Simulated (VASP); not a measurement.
# BiSb (Pm-3m) in VASP: further runs

The runs below take BiSb through single point, with LDA.

Everything below comes from runs of VASP 6.6.1. Logs are shortened: lines on timing, memory, paths and dates and some standing lists are left out, and cuts for length are marked.

## 1. The cell of the first run

It takes space group Pm-3m (No. 221, cubic). Conventional cell: a = 3.771 Å, b = 3.771 Å, c = 3.771 Å, α = 90.00°, β = 90.00°, γ = 90.00°. Sb (site symmetry m-3m) has 8 Bi at 3.27 Å and 6 Sb at 3.77 Å within 4.3 Å. Within 4.3 Å of Bi (site symmetry m-3m) lie 8 Sb at 3.27 Å and 6 Bi at 3.77 Å.

## 2. Single point, LDA

INCAR

```
SYSTEM = BiSb
ALGO = Normal
EDIFF = 1E-6
ENCUT = 500
GGA_COMPAT = .FALSE.
ISIF = 2
ISMEAR = 0
LASPH = .TRUE.
LCHARG = .FALSE.
LREAL = .FALSE.
LWAVE = .FALSE.
NBANDS = 17
NELM = 120
PREC = Accurate
SIGMA = 0.05
```

KPOINTS

```
k-points
0
G
  4 4 4
  0 0 0
```

POSCAR

```
BiSb
1.0
    3.7707833662      0.0000000000      0.0000000000
    0.0000000000      3.7707833662      0.0000000000
    0.0000000000      0.0000000000      3.7707833662
Sb Bi
1 1
Direct
    0.0000000000      0.0000000000      0.0000000000
    0.5000000000      0.5000000000      0.5000000000
```

Potentials or basis: VASP PAW LDA potentials, release 64 (Sb, Bi_d).

Started as:

```sh
$ cat potpaw_LDA.64/Sb/POTCAR potpaw_LDA.64/Bi_d/POTCAR > POTCAR
$ mpirun -np 1 vasp_std > vasp.out
```

OUTCAR:

```text
SYSTEM = BiSb
   EDIFF = 1E-6
   ENCUT = 500
   ISIF = 2
   ISMEAR = 0
   LASPH = .TRUE.
   LREAL = .FALSE.
   NELM = 120
   PREC = Accurate

 ion  position               nearest neighbor table
   1  0.000  0.000  0.000-   2 3.27   2 3.27   2 3.27   2 3.27   2 3.27   2 3.27   2 3.27   2 3.27

   2  0.500  0.500  0.500-   1 3.27   1 3.27   1 3.27   1 3.27   1 3.27   1 3.27   1 3.27   1 3.27

  LATTYP: Found a simple cubic cell.
 ALAT       =     3.7707833662

  Lattice vectors:

 A1 = (   3.7707833662,   0.0000000000,   0.0000000000)
 A2 = (   0.0000000000,   3.7707833662,   0.0000000000)
 A3 = (   0.0000000000,   0.0000000000,   3.7707833662)

Analysis of symmetry for initial positions (statically):
=====================================================================
 Subroutine PRICEL returns:
 Original cell was already a primitive cell.

 Routine SETGRP: Setting up the symmetry group for a
 simple cubic supercell.

 Subroutine GETGRP returns: Found 48 space group operations
 (whereof 48 operations were pure point group operations)
 out of a pool of 48 trial point group operations.

The static configuration has the point symmetry O_h .

Analysis of symmetry for dynamics (positions and initial velocities):
=====================================================================
 Subroutine PRICEL returns:
 Original cell was already a primitive cell.

 Routine SETGRP: Setting up the symmetry group for a
 simple cubic supercell.

 Subroutine GETGRP returns: Found 48 space group operations
 (whereof 48 operations were pure point group operations)
 out of a pool of 48 trial point group operations.

The dynamic configuration has the point symmetry O_h .

 Subroutine INISYM returns: Found 48 space group operations
 (whereof 48 operations are pure point group operations),
 and found     1 'primitive' translations

----------------------------------------------------------------------------------------

                                     Primitive cell

  volume of cell :      53.6160

  direct lattice vectors                    reciprocal lattice vectors
     3.770783366  0.000000000  0.000000000     0.265196884  0.000000000  0.000000000
     0.000000000  3.770783366  0.000000000     0.000000000  0.265196884  0.000000000
     0.000000000  0.000000000  3.770783366     0.000000000  0.000000000  0.265196884

  length of vectors
     3.770783366  3.770783366  3.770783366     0.265196884  0.265196884  0.265196884

  position of ions in fractional coordinates (direct lattice)
     0.000000000  0.000000000  0.000000000
     0.500000000  0.500000000  0.500000000

  ion indices of the primitive-cell ions
   primitive index   ion index
                 1           1
                 2           2

----------------------------------------------------------------------------------------

 KPOINTS: k-points

Automatic generation of k-mesh.
 Grid dimensions read from file:
 generate k-points for:    4    4    4

 Generating k-lattice:

  Cartesian coordinates                     Fractional coordinates (reciprocal lattice)
     0.066299221  0.000000000  0.000000000     0.250000000  0.000000000  0.000000000
     0.000000000  0.066299221  0.000000000     0.000000000  0.250000000  0.000000000
     0.000000000  0.000000000  0.066299221     0.000000000  0.000000000  0.250000000

  Length of vectors
     0.066299221  0.066299221  0.066299221

  Shift w.r.t. Gamma in fractional coordinates (k-lattice)
     0.000000000  0.000000000  0.000000000

 Subroutine IBZKPT returns following result:
 ===========================================

 Found     10 irreducible k-points:

 Following reciprocal coordinates:
            Coordinates               Weight
  0.000000  0.000000  0.000000      1.000000
  0.250000  0.000000  0.000000      6.000000
  0.500000  0.000000  0.000000      3.000000
  0.250000  0.250000  0.000000     12.000000
  0.500000  0.250000  0.000000     12.000000
  0.500000  0.500000  0.000000      3.000000
  0.250000  0.250000  0.250000      8.000000
  0.500000  0.250000  0.250000     12.000000
  0.500000  0.500000  0.250000      6.000000
  0.500000  0.500000  0.500000      1.000000
   k-points           NKPTS =     10   k-points in BZ     NKDIM =     10   number of bands    NBANDS=     17
   number of dos      NEDOS =    301   number of ions     NIONS =      2
   total plane-waves  NPLWV =  21952
   dimension x,y,z NGX =    28 NGY =   28 NGZ =   28
   dimension x,y,z NGXF=    56 NGYF=   56 NGZF=   56
   ions per type =               1   1
   NGX,Y,Z   is equivalent  to a cutoff of  12.34, 12.34, 12.34 a.u.
   NGXF,Y,Z  is equivalent  to a cutoff of  24.69, 24.69, 24.69 a.u.
 SYSTEM =  BiSb
   PREC   = accura    normal or accurate (medium, high low for compatibility)
   ISTART =      0    job   : 0-new  1-cont  2-samecut
   ICHARG =      2    charge: 1-file 2-atom 10-const
   ISPIN  =      1    spin polarized calculation?
   LNONCOLLINEAR =      F non collinear calculations
   LSORBIT =      F    spin-orbit coupling
   LASPH  =      T    aspherical Exc in radial PAW
   ENCUT  =  500.0 eV  36.75 Ry    6.06 a.u.   6.88  6.88  6.88*2*pi/ulx,y,z
   NELM   =    120;   NELMIN=  2; NELMDL= -5     # of ELM steps
   EDIFF  = 0.1E-05   stopping-criterion for ELM
   LREAL  =      F    real-space projection
[... 7 lines left out ...]
   TEBEG  =    0.0;   TEEND  =   0.0 temperature during run
   PSTRESS=    0.0 pullay stress
   NELECT =      20.0000    total number of electrons
   NUPDOWN=      -1.0000    fix difference up-down
   EMIN   =  10.00;   EMAX   =-10.00  energy-range for DOS
   EFERMI =   0.00;   METHOD = LEGACY
   ISMEAR =     0;   SIGMA  =   0.05  broadening in eV -4-tet -1-fermi 0-gaus
   EFERMI_NEDOS =   21; number of points for ismear=-14 and -15
   IALGO  =     38    algorithm
   IMIX   =      4    mixing-type and parameters
     AMIX     =   0.40;   BMIX     =  1.00
     AMIX_MAG =   1.60;   BMIX_MAG =  1.00
  volume/ion in A,a.u.               =      26.81       180.91
  Fermi-wavevector in a.u.,A,eV,Ry     =   1.178474  2.226992 18.895776  1.388800
  Thomas-Fermi vector in A             =   2.314802
   LORBIT       =      0    0 simple, 1 ext, 2 COOP (PROOUT), +10 PAW based schemes
   GGA     = CA    functional components
   LHFCALC =     F    Hartree Fock is set to
   AEXX    =    0.0000 exact exchange contribution
   IVDW    =     0    specifies the selected vdW correction
   LEPSILON=     F    determine dielectric tensor
   LRPA    =     F    only Hartree local field effects (RPA)
 non-spin polarized calculation
 Gauss-broadening in eV      SIGMA  =   0.05
  energy-cutoff  :      500.00
  volume of cell :       53.62
 maximum number of plane-waves:      1406
 NGX is ok and might be reduce to    28
   NGX = 13   NGY = 13   NGZ = 13

 number of electron      20.0000005 magnetization

 Free energy of the ion-electron system (eV)
  ---------------------------------------------------
  ext. energy  EPLUGINS =         0.00000000
  ---------------------------------------------------
  free energy    TOTEN  =        -9.20000809 eV

  energy without entropy =       -9.20000809  energy(sigma->0) =       -9.20000809

 E-fermi :   8.7776     XC(G=0): -10.8206

 val. band max:        8.5051537664   @ k =   0.2500   0.2500   0.0000
 cond. band min:       9.0330010822   @ k =   0.5000   0.0000   0.0000
 fundamental gap:      0.5278473158
 Fermi energy:         8.7776423815

 k-point     1 :       0.0000    0.0000    0.0000
  band No.  band energies     occupation
      1     -14.0240      2.00000
      2     -14.0240      2.00000
      3     -13.9523      2.00000
      4     -13.9523      2.00000
      5     -13.9523      2.00000
      6      -4.8477      2.00000
[... 9 lines left out ...]
     16      20.2064      0.00000
     17      20.2198      0.00000

 k-point     2 :       0.2500    0.0000    0.0000
  band No.  band energies     occupation
      1     -14.0226      2.00000
      2     -13.9893      2.00000
      3     -13.9641      2.00000
      4     -13.9641      2.00000
      5     -13.9517      2.00000
      6      -4.2099      2.00000
[... 9 lines left out ...]
     16      17.1509      0.00000
     17      19.4704      0.00000

 k-point     3 :       0.5000    0.0000    0.0000
  band No.  band energies     occupation
      1     -14.0212      2.00000
      2     -13.9759      2.00000
      3     -13.9759      2.00000
      4     -13.9547      2.00000
      5     -13.9511      2.00000
      6      -2.8647      2.00000
[... 9 lines left out ...]
     16      20.6414      0.00000
     17      20.9515      0.00000

 k-point     4 :       0.2500    0.2500    0.0000
  band No.  band energies     occupation
      1     -14.0049      2.00000
      2     -13.9782      2.00000
      3     -13.9703      2.00000
      4     -13.9635      2.00000
      5     -13.9617      2.00000
      6      -3.5924      2.00000
[... 9 lines left out ...]
     16      16.7778      0.00000
     17      17.3663      0.00000

 k-point     5 :       0.5000    0.2500    0.0000
  band No.  band energies     occupation
      1     -13.9992      2.00000
      2     -13.9922      2.00000
      3     -13.9735      2.00000
      4     -13.9611      2.00000
      5     -13.9392      2.00000
      6      -2.3767      2.00000
[... 9 lines left out ...]
     16      17.8942      0.00000
     17      18.1700      0.00000

 k-point     6 :       0.5000    0.5000    0.0000
  band No.  band energies     occupation
      1     -14.0085      2.00000
      2     -13.9864      2.00000
      3     -13.9711      2.00000
      4     -13.9711      2.00000
      5     -13.9144      2.00000
      6      -1.6784      2.00000
[... 9 lines left out ...]
     16      16.4523      0.00000
     17      16.4523      0.00000

 k-point     7 :       0.2500    0.2500    0.2500
  band No.  band energies     occupation
      1     -13.9777      2.00000
      2     -13.9752      2.00000
      3     -13.9752      2.00000
      4     -13.9688      2.00000
      5     -13.9688      2.00000
      6      -3.0040      2.00000
[... 9 lines left out ...]
     16      17.4103      0.00000
     17      19.8223      0.00000

 k-point     8 :       0.5000    0.2500    0.2500
  band No.  band energies     occupation
      1     -13.9900      2.00000
      2     -13.9881      2.00000
      3     -13.9736      2.00000
      4     -13.9678      2.00000
      5     -13.9331      2.00000
      6      -1.9288      2.00000
[... 9 lines left out ...]
     16      18.3509      0.00000
     17      19.4384      0.00000

 k-point     9 :       0.5000    0.5000    0.2500
  band No.  band energies     occupation
      1     -14.0046      2.00000
      2     -13.9859      2.00000
      3     -13.9859      2.00000
      4     -13.9497      2.00000
      5     -13.9137      2.00000
      6      -1.3161      2.00000
[... 9 lines left out ...]
     16      20.2788      0.00000
     17      20.2788      0.00000

 k-point    10 :       0.5000    0.5000    0.5000
  band No.  band energies     occupation
      1     -14.0007      2.00000
      2     -14.0007      2.00000
      3     -14.0007      2.00000
      4     -13.9130      2.00000
      5     -13.9130      2.00000
      6      -0.8551      2.00000
[... 9 lines left out ...]
     16      23.8626      0.00000
     17      24.1151      0.00000

------------------------ aborting loop because EDIFF is reached ----------------------------------------

  FORCE on cell =-STRESS in cart. coord.  units (eV):
  Direction    XX          YY          ZZ          XY          YZ          ZX
  --------------------------------------------------------------------------------------
  -------------------------------------------------------------------------------------
  Total        0.7276530      0.7276530      0.7276530      0.0000000      0.0000000     -0.0000000
  in kB       21.7440345     21.7440345     21.7440345      0.0000000      0.0000000     -0.0000000
  external PRESSURE =      21.7440345 kB  Pullay stress =       0.0000000 kB

 VOLUME and BASIS-vectors are now :
 -----------------------------------------------------------------------------
  energy-cutoff  :      500.00
  volume of cell :       53.62
      direct lattice vectors                 reciprocal lattice vectors
     3.770783366  0.000000000  0.000000000     0.265196884  0.000000000  0.000000000
     0.000000000  3.770783366  0.000000000     0.000000000  0.265196884  0.000000000
     0.000000000  0.000000000  3.770783366     0.000000000  0.000000000  0.265196884

 POSITION                                       TOTAL-FORCE (eV/Angst)
 -----------------------------------------------------------------------------------
      0.00000      0.00000      0.00000         0.000000      0.000000      0.000000
      1.88539      1.88539      1.88539         0.000000      0.000000      0.000000
 -----------------------------------------------------------------------------------
    total drift:                                0.000000      0.000000      0.000000

  FREE ENERGIE OF THE ION-ELECTRON SYSTEM (eV)
  ---------------------------------------------------
  free  energy   TOTEN  =        -9.2000080931 eV

  energy  without entropy=       -9.2000080931  energy(sigma->0) =       -9.20000809
```

Wall time 10 s (1 thread of Intel Xeon 8259CL, shared host); peak memory 0.14 GiB.

Results:

```
Free energy            : -9.2000 eV
Pressure               : 2.2 GPa
Band gap on the k mesh : zero (band 10 reaches 10.52 eV, above the bottom of band 11 at 6.31 eV)
```

Caveat: the k points lie up to 0.42 Å⁻¹ apart; spin-orbit coupling is left out, which moves the levels of the heavy elements.

## 3. Single point, LDA

This run uses another cell than the first one, of 27.57 Å³/atom, 1.029 times its volume.

INCAR

```
SYSTEM = BiSb
PREC = Accurate
ENCUT = 500
EDIFF = 1E-6
ISMEAR = 0
SIGMA = 0.05
LREAL = .False.
LASPH = .True.
NELM = 120
ALGO = Normal
ISIF = 2
LWAVE = .False.
LCHARG = .False.
NBANDS = 17
GGA_COMPAT = .False.
```

KPOINTS

```
Automatic mesh
0
Gamma
  4 4 4
  0 0 0
```

POSCAR

```
BiSb
1.0
    3.8062766678      0.0000000000      0.0000000000
    0.0000000000      3.8062766678      0.0000000000
    0.0000000000      0.0000000000      3.8062766678
Sb Bi
1 1
Direct
    0.0000000000      0.0000000000      0.0000000000
    0.5000000000      0.5000000000      0.5000000000
```

Potentials or basis: VASP PAW LDA potentials, release 64 (Sb, Bi_d).

Started as:

```sh
$ cat potpaw_LDA.64/Sb/POTCAR potpaw_LDA.64/Bi_d/POTCAR > POTCAR
$ mpirun -np 1 vasp_std > vasp.out
```

Run time: 10 s. Hardware: 1 thread of Intel Xeon 8259CL, shared host; peak memory 0.14 GiB.

It converged, with:

| Quantity | Value |
| --- | --- |
| Free energy | -9.2099 eV |
| Pressure | -0.1 GPa |
| Band gap on the k mesh | zero (band 10 reaches 10.08 eV, above the bottom of band 11 at 6.02 eV) |

Levels at points of the mesh, in eV from the Fermi level:
| k point | band 7 | band 8 | band 9 | band 10 | band 11 | band 12 | band 13 | band 14 |
| --- | --- | --- | --- | --- | --- | --- | --- | --- |
| (0.00, 0.00, 0.00) | -6.45 | -1.69 | -1.69 | -1.69 | 3.60 | 3.60 | 5.94 | 5.94 |
| (0.50, 0.00, 0.00) | -9.99 | -0.38 | 0.25 | 1.05 | 1.05 | 1.23 | 1.23 | 5.29 |
| (0.50, 0.50, 0.00) | -8.47 | -5.27 | -5.27 | 1.76 | 2.30 | 4.03 | 4.03 | 6.65 |
| (0.50, 0.50, 0.50) | -7.64 | -2.41 | -2.41 | -2.41 | -2.30 | -2.30 | -2.30 | 14.93 |

Caveat: the k points lie up to 0.41 Å⁻¹ apart; spin-orbit coupling is left out, which moves the levels of the heavy elements.

## 4. Single point, LDA (volume scaled by 0.932 of the coarse rest volume)

INCAR

```
SYSTEM = BiSb
PREC = Accurate ; ENCUT = 500
EDIFF = 1E-6 ; ISMEAR = 0
SIGMA = 0.02 ; LREAL = .False.
LASPH = .True. ; NELM = 120
ALGO = Normal ; ISIF = 2
LWAVE = .False. ; LCHARG = .False.
GGA = CA ; NBANDS = 17
GGA_COMPAT = .False.
```

KPOINTS

```
Automatic mesh
0
Gamma
  10 10 10
  0 0 0
```

POSCAR

```
BiSb
1.0
    3.7180000000      0.0000000000      0.0000000000
    0.0000000000      3.7180000000      0.0000000000
    0.0000000000      0.0000000000      3.7180000000
Sb Bi
1 1
Direct
    0.0000000000      0.0000000000      0.0000000000
    0.5000000000      0.5000000000      0.5000000000
```

Started as:

```sh
$ cat potpaw_LDA.64/Sb/POTCAR potpaw_LDA.64/Bi_d/POTCAR > POTCAR
$ mpirun -np 1 vasp_std > vasp.out
```

Run time: 41 s. Hardware: 1 thread of Intel Xeon 8259CL, shared host; peak memory 0.17 GiB.

The run converged. Its results:

```yaml
Free_energy: -9.0183 eV
Pressure: 5.8 GPa
Band_gap_on_the_k_mesh: zero (band 10 reaches 11.18 eV, above the bottom of band 11 at 6.76 eV)
```

Levels at points of the mesh, in eV from the Fermi level:
```
           k point  band 8  band 9  band 10  band 11  band 12  band 13
(0.00, 0.00, 0.00)   -2.21   -2.21    -2.21     3.15     3.15     6.17
(0.50, 0.00, 0.00)   -0.57    0.12     0.76     0.76     0.94     0.94
(0.50, 0.50, 0.00)   -6.08   -6.08     1.54     2.14     3.89     3.89
(0.50, 0.50, 0.50)   -3.03   -3.03    -3.03    -2.89    -2.89    -2.89
```

Caveat: the cell differs from its parent crystal (volume scaled by 0.932 of the coarse rest volume); spin-orbit coupling is left out, which moves the levels of the heavy elements.

## 5. Single point, LDA (volume scaled by 1.000 of the coarse rest volume)

INCAR

```
SYSTEM = BiSb
  PREC = Accurate
  ENCUT = 500
  EDIFF = 1E-6
  ISMEAR = 0
  SIGMA = 0.02
  LREAL = .False.
  LASPH = .True.
  NELM = 120
  ALGO = Normal
  ISIF = 2
  LWAVE = .False.
  LCHARG = .False.
  GGA = CA
  NBANDS = 17
  GGA_COMPAT = .False.
```

KPOINTS

```
regular mesh
0
Gamma
  10 10 10
  0 0 0
```

POSCAR

```
BiSb
1.0
    3.8063000000      0.0000000000      0.0000000000
    0.0000000000      3.8063000000      0.0000000000
    0.0000000000      0.0000000000      3.8063000000
Sb Bi
1 1
Direct
    0.0000000000      0.0000000000      0.0000000000
    0.5000000000      0.5000000000      0.5000000000
```

Started as:

```sh
$ cat potpaw_LDA.64/Sb/POTCAR potpaw_LDA.64/Bi_d/POTCAR > POTCAR
$ mpirun -np 1 vasp_std > vasp.out
```

Run time: 46 s. Hardware: 1 thread of Intel Xeon 8259CL, shared host; peak memory 0.18 GiB.

It converged, with:

```yaml
Free_energy: -9.0841 eV
Pressure: 0.2 GPa
Band_gap_on_the_k_mesh: zero (band 10 reaches 10.08 eV, above the bottom of band 11 at 6.02 eV)
```

Levels at points of the mesh, in eV from the Fermi level:
```
           k point  band 8  band 9  band 10  band 11  band 12  band 13
(0.00, 0.00, 0.00)   -2.04   -2.04    -2.04     3.25     3.25     5.58
(0.50, 0.00, 0.00)   -0.74   -0.11     0.69     0.69     0.87     0.87
(0.50, 0.50, 0.00)   -5.63   -5.63     1.41     1.95     3.68     3.68
(0.50, 0.50, 0.50)   -2.77   -2.77    -2.77    -2.65    -2.65    -2.65
```

Caveat: the cell differs from its parent crystal (volume scaled by 1.000 of the coarse rest volume); spin-orbit coupling is left out, which moves the levels of the heavy elements.

## 6. Summary

| cell | k mesh | smearing | gap on the mesh (eV) | pressure (GPa) |
| --- | --- | --- | --- | --- |
| a = 3.771 Å, 2 atoms | 4 × 4 × 4 | gaussian 0.05 eV | none | 2.2 |
| a = 3.806 Å, 2 atoms | 4 × 4 × 4 | gaussian 0.05 eV | none | -0.1 |
| a = 3.718 Å, 2 atoms | 10 × 10 × 10 | gaussian 0.02 eV | none | 5.8 |
| a = 3.806 Å, 2 atoms | 10 × 10 × 10 | gaussian 0.02 eV | none | 0.2 |

Alike in all rows: task single point; level LDA; potentials or basis VASP PAW LDA potentials, release 64 (Sb, Bi_d); no spin polarisation; cutoff (eV) 500.

Caveats: some runs use coarse meshes; spin-orbit coupling is left out, which moves the levels of the heavy elements.

Total energies depend on the potentials used, so only differences within one code and one set of settings carry meaning.
